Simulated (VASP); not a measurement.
Wanted: the native input for a VASP 6.6.1 run.

- Task: single point
- Functional: PBE
- Potentials or basis: VASP PAW PBE potentials, release 64 (Rb_sv, Si)
- Cutoff: 520 eV
- k mesh: 4 × 4 × 4
- Occupations: gaussian, width 0.1 eV
- Spin: no spin polarisation
- Dipole correction: no
- Further INCAR settings: ALGO = Normal; EDIFF = 1e-06; NBANDS = 16

The structure of RbSi2 lies in POSCAR:

```
RbSi2
1.0
    4.6289340500      0.0000000000      0.0000000000
    0.0000000000      4.6289340500      0.0000000000
    0.0000000000      0.0000000000      4.0448286600
Rb Si
1 2
Direct
    0.0000000000      0.0000000000      0.0000000000
    0.0000000000      0.5000000000      0.0000000000
    0.5000000000      0.0000000000      0.0000000000
```

The input as run:

INCAR

```
SYSTEM = RbSi2
  PREC = Accurate
  ENCUT = 520
  EDIFF = 1E-6
  ISMEAR = 0
  SIGMA = 0.1
  LREAL = .FALSE.
  LASPH = .TRUE.
  NELM = 80
  ALGO = Normal
  ISIF = 2
  LWAVE = .FALSE.
  LCHARG = .FALSE.
  GGA = PE
  NBANDS = 16
```

KPOINTS

```
Automatic mesh
0
G
  4 4 4
  0 0 0
```

Potentials or basis: VASP PAW PBE potentials, release 64 (Rb_sv, Si).

Run with:

```bash
$ cat potpaw_PBE.64/Rb_sv/POTCAR potpaw_PBE.64/Si/POTCAR > POTCAR
$ mpirun -np 1 vasp_std > vasp.out
```

It gave:

```
Pressure : 20.1 GPa
```

Caveat: the k points lie up to 0.39 Å⁻¹ apart.

Run time: 22 s on 1 thread of AMD EPYC 7R43 64-Core Processor (Zen 3), with other jobs on the host, peak memory 0.16 GiB.
